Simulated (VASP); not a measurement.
Wanted: the native input for a VASP 6.6.1 run.

| Quantity | Value |
| --- | --- |
| Task | single point |
| Functional | PBE |
| Potentials or basis | VASP PAW PBE potentials, release 64 (Ga_d) |
| Cutoff | 520 eV |
| k mesh | 3 × 3 × 6 |
| Occupations | gaussian, width 0.1 eV |
| Spin | no spin polarisation |
| Dipole correction | no |
| Further INCAR settings | ALGO = Normal; EDIFF = 1e-06; NBANDS = 48 |

The structure of Ga lies in POSCAR:

```
Ga
1.0
    5.8189872914      0.0000000028      0.0000000000
   -2.9094936481      5.0393908172      0.0000000000
    0.0000000000      0.0000000000      4.1399644471
Ga
6
Direct
    0.1744277300      0.8255722700      0.2500000000
    0.1744277300      0.3488554599      0.2500000000
    0.6511445401      0.8255722700      0.2500000000
    0.8255722700      0.1744277300      0.7500000000
    0.8255722700      0.6511445401      0.7500000000
    0.3488554599      0.1744277300      0.7500000000
```

The input as run:

INCAR

```
SYSTEM = Ga
PREC     = Accurate       ! precision mode
ENCUT    = 520            ! plane-wave cutoff, eV
EDIFF    = 1E-6           ! SCF threshold, eV
ISMEAR   = 0              ! smearing method
SIGMA    = 0.1            ! smearing width, eV
LREAL    = .FALSE.        ! projectors in reciprocal space
LASPH    = .TRUE.         ! aspherical terms in the spheres
NELM     = 60             ! most SCF steps
ALGO     = Normal         ! electronic algorithm
ISIF     = 2              ! what is computed and relaxed
LWAVE    = .FALSE.        ! write WAVECAR
LCHARG   = .TRUE.         ! write CHGCAR
GGA      = PE             ! functional
LELF     = .TRUE.         ! ELF
LVHAR    = .TRUE.       
NBANDS   = 48             ! bands
```

KPOINTS

```
Automatic mesh
0
G
  3 3 6
  0 0 0
```

Potentials or basis: VASP PAW PBE potentials, release 64 (Ga_d).

Command:

```sh
$ cat potpaw_PBE.64/Ga_d/POTCAR > POTCAR
$ mpirun -np 1 vasp_std > vasp.out
```

Results of the run:

```json
{"Pressure": "0.3 GPa", "Largest force": "0.017 eV/Å", "Band gap on the k mesh": "zero (band 39 reaches 5.52 eV, above the bottom of band 40 at 3.01 eV)"}
```

Caveat: the k points lie up to 0.42 Å⁻¹ apart.

Run time: 32 s on 1 thread of Intel(R) Xeon(R) 6975P-C (Granite Rapids), on a shared host, peak memory 0.27 GiB.
